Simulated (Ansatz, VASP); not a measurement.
This is a calculation of CO2 for Ansatz 0.2.0.

File input.yaml:

```yaml
crystal:
  lattice:
    - [-1.974727, 1.974727, 3.014058]
    - [1.974727, -1.974727, 3.014058]
    - [1.974727, 1.974727, -3.014058]
  atoms:
    - { symbol: O, position: [0.875, 0.959798, 0.584798] }
    - { symbol: O, position: [0.375, 0.290202, 0.415202] }
    - { symbol: O, position: [0.040202, 0.625, 0.915202] }
    - { symbol: O, position: [0.709798, 0.125, 0.084798] }
    - { symbol: C, position: [0.0, 0.0, 0.0] }
    - { symbol: C, position: [0.75, 0.25, 0.5] }
hamiltonian:
  xc: pbe
  pseudopotentials: { kind: paw }
kpoints:
  mp_grid: { grid: [9, 9, 9] }
scf:
  occupations: { method: gaussian, width: 0.013 }
output:
  forces: true
  stress: true
  eigenvalues: true
```

Potentials or basis: Ansatz PAW.

The run is started by

```bash
$ ansatz run input.yaml --threads 2 --pin off --max-ram 5632MiB --backend cpu --events-out ev --progress --plain --runs-dir out
```

Task: Translate it to VASP 6.6.1. Potentials there: VASP PAW PBE potentials, release 64 (O, C).

Result: As run (the cutoff follows the program's own potentials):

The input INCAR:

```
SYSTEM = CO2
  PREC = Accurate
  ENCUT = 520
  EDIFF = 1E-7
  ISMEAR = 0
  SIGMA = 0.013000000000000001
  LREAL = .FALSE.
  LASPH = .TRUE.
  NELM = 60
  ALGO = Normal
  ISIF = 2
  LWAVE = .FALSE.
  LCHARG = .FALSE.
  GGA = PE
  NBANDS = 25
```

The input KPOINTS:

```
Automatic mesh
0
G
  9 9 9
  0 0 0
```

POSCAR

```
CO2
1.0
   -1.9747270000      1.9747270000      3.0140580000
    1.9747270000     -1.9747270000      3.0140580000
    1.9747270000      1.9747270000     -3.0140580000
O C
4 2
Direct
    0.8750000000      0.9597980000      0.5847980000
    0.3750000000      0.2902020000      0.4152020000
    0.0402020000      0.6250000000      0.9152020000
    0.7097980000      0.1250000000      0.0847980000
    0.0000000000      0.0000000000      0.0000000000
    0.7500000000      0.2500000000      0.5000000000
```

Potentials or basis: VASP PAW PBE potentials, release 64 (O, C).

Run with:

```sh
$ cat potpaw_PBE.64/O/POTCAR potpaw_PBE.64/C/POTCAR > POTCAR
$ mpirun -np 1 vasp_std > vasp.out
```

Both were run:

|  | VASP | Ansatz | Ansatz less VASP |
| --- | --- | --- | --- |
| gap on the k mesh at the Fermi level (eV) | 7.66 | 7.72 | +0.058 |
| least direct gap on the mesh (eV) | 8.09 | 8.15 | +0.067 |
| pressure (GPa) | 0.9 | -0.4 | -1.37 |
| traceless stress, the component that is largest in VASP (GPa) | -1.17 | -1.03 | +0.144 |
| rms of the force components (eV/Å) | 0.028 | 0.008 | -0.0207 |

Atom by atom the forces differ by 0.036 eV/Å (rms over components). With one functional, cell and mesh, what is left measures potentials, basis and numerics.

Noted on Ansatz's run: Pulay correction over one GPa; odd divisions of the mesh miss points on the zone boundary, where band edges often lie, so the gap on the mesh can be too wide.
